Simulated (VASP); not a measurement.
**HfO2 (fluorite type): single point with HSE06**

HfO2 (fluorite type):

```
Hf O
1.0
     0.00000    2.46551    2.46551
     2.46551    0.00000    2.46551
     2.46551    2.46551    0.00000
Hf O
1 2
Direct
  0.00000 0.00000 0.00000
  0.25000 0.25000 0.25000
  0.75000 0.75000 0.75000
```

* Program: VASP 6.6.1
* Task: single point
* Functional: HSE06
* Potentials or basis: VASP PAW PBE potentials, release 64 (Hf_pv, O)
* Cutoff: 520 eV
* k mesh: 4 × 4 × 4
* Occupations: fermi-dirac, width 0.05 eV
* Spin: no spin polarisation

- Pressure: 17.9 GPa
- Band gap on the k mesh: 5.60 eV

Levels at points of the mesh, in eV from the valence-band top:
| k point | band 8 | band 9 | band 10 | band 11 | band 12 | band 13 | band 14 | band 15 |
| --- | --- | --- | --- | --- | --- | --- | --- | --- |
| (0.00, 0.00, 0.00) | -6.35 | -0.71 | -0.71 | -0.71 | 5.69 | 5.69 | 8.13 | 13.54 |
| (0.50, 0.00, 0.00) | -3.43 | -3.14 | -2.11 | -2.11 | 6.59 | 6.59 | 9.55 | 11.01 |
| (0.50, 0.50, 0.00) | -3.98 | -1.80 | -1.80 | 0.00 | 5.60 | 7.76 | 9.15 | 10.70 |

Wall time 6.2 min on 1 thread of AMD EPYC 7R43 64-Core Processor (Zen 3), with other jobs on the host, peak memory 0.23 GiB.

Caveat: the k points lie up to 0.55 Å⁻¹ apart; the PAW data sets were made with another functional, which shifts forces and pressure a little; spin-orbit coupling is left out, which moves the levels of the heavy elements. A k mesh can miss the band edges.
